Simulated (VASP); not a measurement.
# CdTe (F-43m) in VASP: further runs

CdTe is run at these levels: PBE; tasks: single point.

All numbers are computed with VASP 6.6.1; they aren't measurements. Logs are shortened: lines on timing, memory, paths and dates and some standing lists are left out, and cuts for length are marked.

## (1) The cell of the first run

It takes space group F-43m (No. 216, cubic). The conventional cell has a = 6.410 Å, b = 6.410 Å, c = 6.410 Å, α = 90.00°, β = 90.00°, γ = 90.00°. Cd (site symmetry -43m) has 4 Te at 2.78 Å within 3.7 Å. Te (site symmetry -43m) has 4 Cd at 2.78 Å within 3.7 Å.

## (2) Single point, PBE

INCAR

```
SYSTEM = CdTe
PREC = Accurate ; ENCUT = 520
EDIFF = 1E-7 ; ISMEAR = 0
SIGMA = 0.02 ; LREAL = .False.
LASPH = .True. ; NELM = 100
ALGO = Normal ; ISIF = 2
LWAVE = .False. ; LCHARG = .False.
GGA = PE ; NBANDS = 16
```

KPOINTS

```
regular mesh
0
Gamma
  8 8 8
  0 0 0
```

POSCAR

```
CdTe
1.0
    0.0000000000      3.2050000000      3.2050000000
    3.2050000000      0.0000000000      3.2050000000
    3.2050000000      3.2050000000      0.0000000000
Cd Te
1 1
Direct
    0.0000000000      0.0000000000      0.0000000000
    0.7500000000      0.7500000000      0.7500000000
```

Potentials or basis: VASP PAW PBE potentials, release 64 (Cd, Te).

Started as:

```console
$ cat potpaw_PBE.64/Cd/POTCAR potpaw_PBE.64/Te/POTCAR > POTCAR
$ mpirun -np 1 vasp_std > vasp.out
```

OUTCAR:

```text
SYSTEM = CdTe
   PREC = Accurate
   ENCUT = 520
   EDIFF = 1E-7
   ISMEAR = 0
   LREAL = .False.
   LASPH = .True.
   NELM = 100
   ISIF = 2
   GGA = PE

 ion  position               nearest neighbor table
   1  0.000  0.000  0.000-   2 2.78   2 2.78   2 2.78   2 2.78
   2  0.750  0.750  0.750-   1 2.78   1 2.78   1 2.78   1 2.78

  LATTYP: Found a face centered cubic cell.
 ALAT       =     6.4100000000

  Lattice vectors:

 A1 = (   0.0000000000,   3.2050000000,   3.2050000000)
 A2 = (   3.2050000000,   0.0000000000,   3.2050000000)
 A3 = (   3.2050000000,   3.2050000000,   0.0000000000)

Analysis of symmetry for initial positions (statically):
=====================================================================
 Subroutine PRICEL returns:
 Original cell was already a primitive cell.

 Routine SETGRP: Setting up the symmetry group for a
 face centered cubic supercell.

 Subroutine GETGRP returns: Found 24 space group operations
 (whereof 24 operations were pure point group operations)
 out of a pool of 48 trial point group operations.

The static configuration has the point symmetry T_d .

Analysis of symmetry for dynamics (positions and initial velocities):
=====================================================================
 Subroutine PRICEL returns:
 Original cell was already a primitive cell.

 Routine SETGRP: Setting up the symmetry group for a
 face centered cubic supercell.

 Subroutine GETGRP returns: Found 24 space group operations
 (whereof 24 operations were pure point group operations)
 out of a pool of 48 trial point group operations.

The dynamic configuration has the point symmetry T_d .

 Subroutine INISYM returns: Found 24 space group operations
 (whereof 24 operations are pure point group operations),
 and found     1 'primitive' translations

----------------------------------------------------------------------------------------

                                     Primitive cell

  volume of cell :      65.8437

  direct lattice vectors                    reciprocal lattice vectors
     0.000000000  3.205000000  3.205000000    -0.156006240  0.156006240  0.156006240
     3.205000000  0.000000000  3.205000000     0.156006240 -0.156006240  0.156006240
     3.205000000  3.205000000  0.000000000     0.156006240  0.156006240 -0.156006240

  length of vectors
     4.532554467  4.532554467  4.532554467     0.270210734  0.270210734  0.270210734

  position of ions in fractional coordinates (direct lattice)
     0.000000000  0.000000000  0.000000000
     0.750000000  0.750000000  0.750000000

  ion indices of the primitive-cell ions
   primitive index   ion index
                 1           1
                 2           2

----------------------------------------------------------------------------------------

 KPOINTS: regular mesh

Automatic generation of k-mesh.
 Grid dimensions read from file:
 generate k-points for:    8    8    8

 Generating k-lattice:

  Cartesian coordinates                     Fractional coordinates (reciprocal lattice)
    -0.019500780  0.019500780  0.019500780     0.125000000  0.000000000  0.000000000
     0.019500780 -0.019500780  0.019500780     0.000000000  0.125000000  0.000000000
     0.019500780  0.019500780 -0.019500780     0.000000000  0.000000000  0.125000000

  Length of vectors
     0.033776342  0.033776342  0.033776342

  Shift w.r.t. Gamma in fractional coordinates (k-lattice)
     0.000000000  0.000000000  0.000000000

 Subroutine IBZKPT returns following result:
 ===========================================

 Found     29 irreducible k-points:

 Following reciprocal coordinates:
            Coordinates               Weight
  0.000000  0.000000  0.000000      1.000000
  0.125000  0.000000  0.000000      8.000000
  0.250000  0.000000  0.000000      8.000000
  0.375000  0.000000  0.000000      8.000000
  0.500000  0.000000  0.000000      4.000000
  0.125000  0.125000  0.000000      6.000000
[... 16 lines left out ...]
  0.500000  0.250000  0.125000     48.000000
 -0.375000  0.250000  0.125000     24.000000
 [... further k-points ...]
   k-points           NKPTS =     29   k-points in BZ     NKDIM =     29   number of bands    NBANDS=     16
   number of dos      NEDOS =    301   number of ions     NIONS =      2
   total plane-waves  NPLWV =  46656
   dimension x,y,z NGX =    36 NGY =   36 NGZ =   36
   dimension x,y,z NGXF=    72 NGYF=   72 NGZF=   72
   ions per type =               1   1
   NGX,Y,Z   is equivalent  to a cutoff of  13.20, 13.20, 13.20 a.u.
   NGXF,Y,Z  is equivalent  to a cutoff of  26.41, 26.41, 26.41 a.u.
 SYSTEM =  CdTe
   PREC   = accura    normal or accurate (medium, high low for compatibility)
   ISTART =      0    job   : 0-new  1-cont  2-samecut
   ICHARG =      2    charge: 1-file 2-atom 10-const
   ISPIN  =      1    spin polarized calculation?
   LNONCOLLINEAR =      F non collinear calculations
   LSORBIT =      F    spin-orbit coupling
   LASPH  =      T    aspherical Exc in radial PAW
   ENCUT  =  520.0 eV  38.22 Ry    6.18 a.u.   8.43  8.43  8.43*2*pi/ulx,y,z
   NELM   =    100;   NELMIN=  2; NELMDL= -5     # of ELM steps
   EDIFF  = 0.1E-06   stopping-criterion for ELM
   LREAL  =      F    real-space projection
   EDIFFG = 0.1E-05   stopping-criterion for IOM
   NSW    =      0    number of steps for IOM
   IBRION =     -1    ionic relax: 0-MD 1-quasi-New 2-CG
   NFREE  =      0    steps in history (QN), initial steepest desc. (CG)
   ISIF   =      2    stress and relaxation
   ISYM   =      2    0-nonsym 1-usesym 2-fastsym
   POTIM  = 0.5000    time-step for ionic-motion
   TEBEG  =    0.0;   TEEND  =   0.0 temperature during run
   PSTRESS=    0.0 pullay stress
   NELECT =      18.0000    total number of electrons
   NUPDOWN=      -1.0000    fix difference up-down
   EMIN   =  10.00;   EMAX   =-10.00  energy-range for DOS
   EFERMI =   0.00;   METHOD = LEGACY
   ISMEAR =     0;   SIGMA  =   0.02  broadening in eV -4-tet -1-fermi 0-gaus
   EFERMI_NEDOS =   21; number of points for ismear=-14 and -15
   IALGO  =     38    algorithm
   IMIX   =      4    mixing-type and parameters
     AMIX     =   0.40;   BMIX     =  1.00
     AMIX_MAG =   1.60;   BMIX_MAG =  1.00
  volume/ion in A,a.u.               =      32.92       222.17
  Fermi-wavevector in a.u.,A,eV,Ry     =   1.062497  2.007828 15.359610  1.128899
  Thomas-Fermi vector in A             =   2.197950
   LORBIT       =      0    0 simple, 1 ext, 2 COOP (PROOUT), +10 PAW based schemes
   GGA     = PE    functional components
   LHFCALC =     F    Hartree Fock is set to
   AEXX    =    0.0000 exact exchange contribution
   IVDW    =     0    specifies the selected vdW correction
   LEPSILON=     F    determine dielectric tensor
   LRPA    =     F    only Hartree local field effects (RPA)
 non-spin polarized calculation
 Gauss-broadening in eV      SIGMA  =   0.02
  energy-cutoff  :      520.00
  volume of cell :       65.84
 maximum number of plane-waves:      1807
 NGX is ok and might be reduce to    36
   NGX = 17   NGY = 17   NGZ = 17

 number of electron      17.9999995 magnetization

 Free energy of the ion-electron system (eV)
  ---------------------------------------------------
  ext. energy  EPLUGINS =         0.00000000
  ---------------------------------------------------
  free energy    TOTEN  =        -4.72671777 eV

  energy without entropy =       -4.72671777  energy(sigma->0) =       -4.72671777

 E-fermi :   2.7593     XC(G=0):  -8.7319

 val. band max:        2.6545960319   @ k =   0.0000   0.0000   0.0000
 cond. band min:       3.5280561665   @ k =   0.0000   0.0000   0.0000
 fundamental gap:      0.8734601346
 Fermi energy:         2.7592888566

 k-point     1 :       0.0000    0.0000    0.0000
  band No.  band energies     occupation
      1      -8.7140      2.00000
      2      -5.7522      2.00000
      3      -5.7522      2.00000
      4      -5.7522      2.00000
      5      -5.4663      2.00000
      6      -5.4663      2.00000
[... 8 lines left out ...]
     15      12.0694      0.00000
     16      12.0694      0.00000

 k-point     2 :       0.1250    0.0000    0.0000
  band No.  band energies     occupation
      1      -8.6511      2.00000
      2      -5.7400      2.00000
      3      -5.7400      2.00000
      4      -5.7051      2.00000
      5      -5.4673      2.00000
      6      -5.4673      2.00000
[... 8 lines left out ...]
     15      11.3240      0.00000
     16      11.3240      0.00000

 k-point     3 :       0.2500    0.0000    0.0000
  band No.  band energies     occupation
      1      -8.4986      2.00000
      2      -5.7129      2.00000
      3      -5.7129      2.00000
      4      -5.5436      2.00000
      5      -5.4669      2.00000
      6      -5.4669      2.00000
[... 8 lines left out ...]
     15      11.1206      0.00000
     16      11.1206      0.00000

 k-point     4 :       0.3750    0.0000    0.0000
  band No.  band energies     occupation
      1      -8.3474      2.00000
      2      -5.6904      2.00000
      3      -5.6904      2.00000
      4      -5.4609      2.00000
      5      -5.4609      2.00000
      6      -5.2670      2.00000
[... 8 lines left out ...]
     15      11.9538      0.00000
     16      11.9538      0.00000
[... 324 lines left out ...]
 k-point    22 :       0.3750    0.2500    0.1250
  band No.  band energies     occupation
      1      -8.3871      2.00000
      2      -5.6823      2.00000
      3      -5.6691      2.00000
      4      -5.5235      2.00000
      5      -5.4563      2.00000
      6      -5.3814      2.00000
[... 8 lines left out ...]
     15      12.5327      0.00000
     16      13.1949      0.00000

 k-point    23 :       0.5000    0.2500    0.1250
  band No.  band energies     occupation
      1      -8.2692      2.00000
      2      -5.6607      2.00000
      3      -5.6497      2.00000
      4      -5.4981      2.00000
      5      -5.4558      2.00000
      6      -5.1377      2.00000
[... 8 lines left out ...]
     15      12.7259      0.00000
     16      13.4375      0.00000

 k-point    24 :      -0.3750    0.2500    0.1250
  band No.  band energies     occupation
      1      -8.2218      2.00000
      2      -5.6554      2.00000
      3      -5.6415      2.00000
      4      -5.4841      2.00000
      5      -5.4607      2.00000
      6      -4.9825      2.00000
[... 8 lines left out ...]
     15      12.8250      0.00000
     16      13.3795      0.00000

 [... further k-points ...]
[... 5 lines left out ...]
  --------------------------------------------------------------------------------------
  -------------------------------------------------------------------------------------
  Total        1.8050089      1.8050089      1.8050089      0.0000000      0.0000000     -0.0000000
  in kB       43.9213649     43.9213649     43.9213649      0.0000000      0.0000000     -0.0000000
  external PRESSURE =      43.9213649 kB  Pullay stress =       0.0000000 kB

 VOLUME and BASIS-vectors are now :
 -----------------------------------------------------------------------------
  energy-cutoff  :      520.00
  volume of cell :       65.84
      direct lattice vectors                 reciprocal lattice vectors
     0.000000000  3.205000000  3.205000000    -0.156006240  0.156006240  0.156006240
     3.205000000  0.000000000  3.205000000     0.156006240 -0.156006240  0.156006240
     3.205000000  3.205000000  0.000000000     0.156006240  0.156006240 -0.156006240

 POSITION                                       TOTAL-FORCE (eV/Angst)
 -----------------------------------------------------------------------------------
      0.00000      0.00000      0.00000         0.000000      0.000000      0.000000
      4.80750      4.80750      4.80750        -0.000000     -0.000000     -0.000000
 -----------------------------------------------------------------------------------
    total drift:                                0.000000      0.000000      0.000000

  FREE ENERGIE OF THE ION-ELECTRON SYSTEM (eV)
  ---------------------------------------------------
  free  energy   TOTEN  =        -4.7267177723 eV

  energy  without entropy=       -4.7267177723  energy(sigma->0) =       -4.72671777
```

Run time: 46 s. Hardware: 1 thread of Intel Xeon Platinum 8259CL at 2.50GHz (Skylake/Cascade Lake), shared host; peak memory 0.21 GiB.

What came out:

| Item | Value |
| --- | --- |
| Free energy | -4.7267 eV |
| Pressure | 4.4 GPa |
| Band gap on the k mesh | 0.87 eV |

Caveat: the cell stands under pressure; spin-orbit coupling is left out, which moves the levels of the heavy elements.

(Part 1 of 3 ends here.)
